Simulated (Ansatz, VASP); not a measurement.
One calculation of Li2PW2, two programs

The input INCAR:

```
SYSTEM = Li2PW2
PREC = Accurate
ENCUT = 520
EDIFF = 1E-6
ISMEAR = 0
SIGMA = 0.1
LREAL = .False.
LASPH = .True.
NELM = 80
ALGO = Normal
ISIF = 2
LWAVE = .False.
LCHARG = .False.
GGA = PE
NBANDS = 28
```

The input KPOINTS:

```
regular mesh
0
Gamma
  8 8 8
  0 0 0
```

Contents of POSCAR:

```
Li2PW2
1.0
   -1.7829213602      1.7829213602      5.7220845159
    1.7829213602     -1.7829213602      5.7220845159
    1.7829213602      1.7829213602     -5.7220845159
Li P W
2 1 2
Direct
    0.3475900000      0.3475900000      0.0000000000
    0.6524100000      0.6524100000      0.0000000000
    0.0000000000      0.0000000000      0.0000000000
    0.1381600000      0.1381600000      0.0000000000
    0.8618400000      0.8618400000      0.0000000000
```

Input for Ansatz:

```yaml
crystal:
  lattice:
    - [-1.7829213602, 1.7829213602, 5.7220845159]
    - [1.7829213602, -1.7829213602, 5.7220845159]
    - [1.7829213602, 1.7829213602, -5.7220845159]
  atoms:
    - { symbol: Li, position: [0.34759, 0.34759, 0.0] }
    - { symbol: Li, position: [0.65241, 0.65241, 0.0] }
    - { symbol: P, position: [0.0, 0.0, 0.0] }
    - { symbol: W, position: [0.13816, 0.13816, 0.0] }
    - { symbol: W, position: [0.86184, 0.86184, 0.0] }
basis:
  ecutwfc: 420
kpoints:
  mp_grid: { grid: [8, 8, 8] }
hamiltonian:
  xc: pbe
scf:
  occupations: { method: gaussian, width: 0.1 }
  lower_state_search: "off"
output:
  forces: true
  stress: true
  eigenvalues: true
```

Alike in both runs: task single point; functional PBE; k mesh 8 × 8 × 8; occupations gaussian, width 0.1 eV; no spin polarisation.

|  | VASP | Ansatz |
| --- | --- | --- |
| version | VASP 6.6.1 | Ansatz 0.2.0 |
| potentials or method | VASP PAW PBE potentials, release 64 (Li_sv, P, W_sv), cutoff 520 eV | scalar-relativistic, plane waves, PAW |
| valence electrons in the cell | 39 | 39 |

```tsv
	VASP	Ansatz	Ansatz less VASP
gap on the k mesh at the Fermi level (eV)	none	none	-
rms of the force components (eV/Å)	17.820	18.325	+0.5055
```

Atom by atom the forces differ by 0.506 eV/Å (rms over components). A gap of «none» marks a metal or a gap that the smearing closes. With one functional, cell and mesh, what is left measures potentials, basis and numerics.

Spin-orbit coupling is off throughout. Noted on VASP's run: the cutoff is short for stress, so the pressure is rough.
